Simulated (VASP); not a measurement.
Set up this calculation in VASP 6.6.1, as the native input.

| Quantity | Value |
| --- | --- |
| Task | single point |
| Functional | PBE |
| Potentials or basis | VASP PAW PBE potentials, release 64 (Al) |
| Cutoff | 520 eV |
| k mesh | 17 × 17 × 5 |
| Occupations | fermi-dirac, width 0.1 eV |
| Spin | no spin polarisation |
| Dipole correction | no |
| Further INCAR settings | ALGO = Normal; EDIFF = 1e-06; NBANDS = 14 |

The structure of Al lies in POSCAR:

```
Al
1.0
    2.8445216588      0.0000000000      0.0000000000
   -1.4222608294      2.4634280181      0.0000000000
    0.0000000000      0.0000000000      9.4540970041
Al
4
Direct
    0.0000000000      0.0000000000      1.0000000000
    0.0000000000      0.0000000000      0.5000000000
    0.3333333333      0.6666666667      0.2500000000
    0.6666666667      0.3333333333      0.7500000000
```

This isn't the form of Al at room conditions, which is fcc.

These files were run (other wordings do the same):

INCAR

```
PREC = Accurate
ENCUT = 520
EDIFF = 1E-6
ISMEAR = -1
SIGMA = 0.1
LREAL = F
LASPH = T
NELM = 100
ALGO = Normal
ISIF = 2
LWAVE = F
LCHARG = F
GGA = PE
NBANDS = 14
```

KPOINTS

```
Automatic mesh
0
Gamma
  17 17 5
```

Potentials or basis: VASP PAW PBE potentials, release 64 (Al).

Launch:

```console
$ cat potpaw_PBE.64/Al/POTCAR > POTCAR
$ mpirun -np 1 vasp_std > vasp.out
```

It gave:

The pressure is 0.0 GPa. The band gap on the k mesh is zero (bands 6 and 7 overlap by 5.42 eV).

Wall time 43 s on 1 thread of AMD EPYC 9R45 96-Core Processor (Zen 5) (shared host), peak memory 0.19 GiB.
